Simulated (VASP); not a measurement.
## Ta2Si: single point with PBEsol

Ta2Si:

```
Ta Si
1.0
    -3.08776    3.08776    2.52364
     3.08776   -3.08776    2.52364
     3.08776    3.08776   -2.52364
Ta Si
4 2
Direct
  0.66359 0.83641 0.50000
  0.83641 0.33641 0.17281
  0.33641 0.16359 0.50000
  0.16359 0.66359 0.82719
  0.25000 0.25000 0.00000
  0.75000 0.75000 0.00000
```

```yaml
Program: VASP 6.6.1
Task: single point
Functional: PBEsol
Potentials_or_basis: VASP PAW PBE potentials, release 64 (Ta_pv, Si)
Cutoff: 520 eV
k_mesh: 1 × 1 × 1
Occupations: gaussian, width 0.1 eV
Spin: no spin polarisation
Dipole_correction: no
Further_INCAR_settings: ALGO = Normal; EDIFF = 1e-07; NBANDS = 35
```

* Pressure: 1.8 GPa
* Largest force: 1.683 eV/Å

Forces in eV/Å, atoms in the order of the input:
```
Ta  -1.190  1.190  0.000
Ta  -1.190 -1.190  0.000
Ta   1.190 -1.190  0.000
Ta   1.190  1.190  0.000
Si   0.000  0.000  0.000
Si   0.000  0.000  0.000
```

Stress tensor (GPa, compression positive):
```
-12.64   0.00   0.00
  0.00 -12.64   0.00
  0.00   0.00  30.60
```

Levels at points of the mesh, in eV from the Fermi level:
| k point | band 24 | band 25 | band 26 | band 27 | band 28 | band 29 |
| --- | --- | --- | --- | --- | --- | --- |
| (0.00, 0.00, 0.00) | -2.43 | -0.32 | -0.28 | 0.28 | 0.77 | 0.77 |

Wall time 27 s on 1 thread of Intel Xeon 8259CL (shared host), peak memory 0.23 GiB.

Caveat: the k points lie up to 1.61 Å⁻¹ apart, too coarse for converged energies, forces and pressures; the PAW data sets were made with another functional, which shifts forces and pressure a little; spin-orbit coupling is left out, which moves the levels of the heavy elements.
